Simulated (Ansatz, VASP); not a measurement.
**Two plane-wave programs on SrCoS2**

Contents of POSCAR:

```
SrCoS2
1.0
    3.1651130000      3.1903210000      0.0000000000
    3.1651130000     -3.1903210000      0.0000000000
    0.0000000000      0.0000000000     -8.7864280000
Sr Co S
2 2 4
Direct
    0.2500000000      0.7500000000      0.8019000000
    0.7500000000      0.2500000000      0.1981000000
    0.2500000000      0.7500000000      0.4068000000
    0.7500000000      0.2500000000      0.5932000000
    0.2500000000      0.7500000000      0.1504000000
    0.7500000000      0.2500000000      0.8496000000
    0.7500000000      0.7500000000      0.5000000000
    0.2500000000      0.2500000000      0.5000000000
```

File INCAR.step1:

```
PREC     = Accurate       # precision mode
ENCUT    = 520            # plane-wave cutoff, eV
ISMEAR   = -1             # smearing method
SIGMA    = 0.1            # smearing width, eV
LREAL    = False          # projectors in reciprocal space
LASPH    = True           # aspherical terms in the spheres
NELM     = 80             # most SCF steps
NBANDS   = 41             # bands
GGA      = PE             # functional
ALGO     = Normal         # electronic algorithm
EDIFF    = 1E-4           # SCF threshold, eV
LWAVE    = True           # write WAVECAR
LCHARG   = False          # write CHGCAR
```

File INCAR.step2:

```
PREC     = Accurate       # precision mode
ENCUT    = 520            # plane-wave cutoff, eV
EDIFF    = 1E-6           # SCF threshold, eV
ISMEAR   = -1             # smearing method
SIGMA    = 0.1            # smearing width, eV
LREAL    = False          # projectors in reciprocal space
LASPH    = True           # aspherical terms in the spheres
NELM     = 80             # most SCF steps
ALGO     = Normal         # electronic algorithm
ISIF     = 2              # what is computed and relaxed
LWAVE    = False          # write WAVECAR
LCHARG   = False          # write CHGCAR
METAGGA  = R2SCAN         # meta-GGA
LMIXTAU  = True         
NBANDS   = 41             # bands
ISTART   = 1
```

KPOINTS

```
Automatic mesh
0
Gamma
  4 4 2
```

Input for Ansatz:

```yaml
crystal:
  lattice:
    - [3.165113, 3.190321, 0.0]
    - [3.165113, -3.190321, 0.0]
    - [0.0, 0.0, -8.786428]
  atoms:
    - { symbol: Sr, position: [0.25, 0.75, 0.8019] }
    - { symbol: Sr, position: [0.75, 0.25, 0.1981] }
    - { symbol: Co, position: [0.25, 0.75, 0.4068] }
    - { symbol: Co, position: [0.75, 0.25, 0.5932] }
    - { symbol: S, position: [0.25, 0.75, 0.1504] }
    - { symbol: S, position: [0.75, 0.25, 0.8496] }
    - { symbol: S, position: [0.75, 0.75, 0.5] }
    - { symbol: S, position: [0.25, 0.25, 0.5] }
  symmetry: { tolerance: 0.0003 }
kpoints:
  mp_grid: { grid: [4, 4, 2], shift: [0, 0, 0] }
magnetization:
  spin_polarized: false
scf:
  occupations: { method: fermi_dirac }
  initial_density: { chi_scale: 0.0 }
hamiltonian:
  pseudopotentials: { kind: paw }
  xc: r2scan
basis:
  ecutwfc: 500
output:
  forces: true
  stress: true
  eigenvalues: true
```

Alike in both runs: task single point; functional r2SCAN; k mesh 4 × 4 × 2; no spin polarisation.

|  | VASP | Ansatz |
| --- | --- | --- |
| version | VASP 6.6.1 | Ansatz 0.2.0 |
| potentials or method | VASP PAW PBE potentials, release 64 (Sr_sv, Co, S), cutoff 520 eV | PAW plane waves |
| occupations | fermi-dirac, width 0.1 eV | fermi-dirac |
| valence electrons in the cell | 62 | 78 |

```csv
,VASP,Ansatz,Ansatz less VASP
gap on the k mesh at the Fermi level (eV),none,none,-
pressure (GPa),-8.6,-8.6,-0.03
"traceless stress, the component that is largest in VASP (GPa)",3.78,3.82,+0.037
rms of the force components (eV/Å),0.180,0.190,+0.0101
```

VASP's potentials were made for PBE, not for r2SCAN. Atom by atom the forces differ by 0.014 eV/Å (rms over components). A gap of «none» marks a metal or a gap that the smearing closes. VASP's potentials hold 62 valence electrons a cell and Ansatz's 78, so a difference there can come from the potentials and not from the codes.
